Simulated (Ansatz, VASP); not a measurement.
**KSrAg4 in VASP and in Ansatz**

```xyz
6
Lattice="0.0000 4.1175 4.1175 4.1175 0.0000 4.1175 4.1175 4.1175 0.0000" Properties=species:S:1:pos:R:3 pbc="T T T"
K     0.0000    0.0000    0.0000
Sr    2.0588    2.0588    2.0588
Ag    5.1377    3.0974    3.0974
Ag    3.0974    5.1377    3.0974
Ag    3.0974    3.0974    5.1377
Ag    5.1377    5.1377    5.1377
```

Change from the starting cell: species swapped into the HoCdNi4 type (F-43m, No. 216).

Alike in both runs: task relaxation of cell and atoms; functional PBE; k mesh 8 × 8 × 8; occupations gaussian, width 0.1 eV; no spin polarisation.

```csv
,VASP,Ansatz
version,VASP 6.6.1,Ansatz 0.2.0
potentials or method,"VASP PAW PBE potentials, release 64 (K_sv, Sr_sv, Ag), cutoff 600 eV","scalar-relativistic, plane waves, PAW"
valence electrons in the cell,63,95
```

Ansatz gave:

```
gap on the k mesh at the Fermi level, each at its own relaxed structure (eV) : none
relaxed volume (Å³/atom)                                                     : 24.94
relaxed cell length with the largest relative difference (Å)                 : 5.959
```

Question: What did VASP give for the same quantities?

Answer: gap on the k mesh at the Fermi level, each at its own relaxed structure (eV): none; relaxed volume (Å³/atom): 24.93; relaxed cell length with the largest relative difference (Å): 5.959.

A gap of «none» marks a metal or a gap that the smearing closes. VASP's potentials hold 63 valence electrons a cell and Ansatz's 95, so a difference there can come from the potentials and not from the codes.
